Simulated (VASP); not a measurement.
Si2Te4S:

```xyz
7
Lattice="3.9000 0.0000 0.0000 -1.9500 3.3775 0.0000 0.0000 0.0000 13.9000" Properties=species:S:1:pos:R:3 pbc="T T T"
Si    0.0000    0.0000    3.5445
Si    0.0000    0.0000   10.3555
Te    1.9500    1.1258    5.1430
Te    0.0000    2.2517    1.9460
Te    1.9500    1.1258   11.9540
Te    0.0000    2.2517    8.7570
S     0.0000    0.0000    0.0000
```

- Program: VASP 6.6.1
- Task: relaxation of cell and atoms
- Functional: PBE
- Potentials or basis: VASP PAW PBE potentials, release 64 (Si, Te, S)
- Cutoff: 600 eV
- k mesh: 5 × 5 × 2
- Occupations: gaussian, width 0.2 eV
- Spin: no spin polarisation

At the start: pressure 0.8 GPa; volume 26.16 Å³/atom.

Task: Where does the relaxation end?

Result: Over 7 steps the energy falls by 31.0 meV/atom and the volume is 26.47 Å³/atom (+1.2 %); space group P-3m1 (No. 164, to 0.05 Å).

The path:
```
step  energy change (eV)  largest force (eV/Å)  pressure (GPa)  volume (Å³)
   1              0.0000                0.8308            0.79       183.09
   2             -0.1266                0.4811           -0.38       186.49
   3             -0.1770                0.2539           -1.43       190.41
   4             -0.2064                0.2277            0.68       183.96
   5             -0.2113                0.1546            0.08       185.67
   6             -0.2152                0.0994            0.07       185.48
   7             -0.2167                0.0358            0.06       185.27
```

Final structure:
```yaml
crystal:
  lattice:
    - [3.84981, 0.00000, 0.00000]
    - [-1.92491, 3.33404, 0.00000]
    - [0.00000, 0.00000, 14.43444]
  atoms:
    - { symbol: Si, position: [0.00000, 0.00000, 0.26236] }
    - { symbol: Si, position: [0.00000, 0.00000, 0.73764] }
    - { symbol: Te, position: [0.66667, 0.33333, 0.37019] }
    - { symbol: Te, position: [0.33333, 0.66667, 0.13109] }
    - { symbol: Te, position: [0.66667, 0.33333, 0.86891] }
    - { symbol: Te, position: [0.33333, 0.66667, 0.62981] }
    - { symbol: S, position: [0.00000, 0.00000, 0.00000] }
```

Caveat: the k points lie up to 0.38 Å⁻¹ apart in the final cell; this functional lacks dispersion, which binds the layers, so the pressure and a relaxed spacing across them are unreliable; the relaxation stopped at a loose force limit of 0.08 eV/Å, so its end isn't a converged minimum.
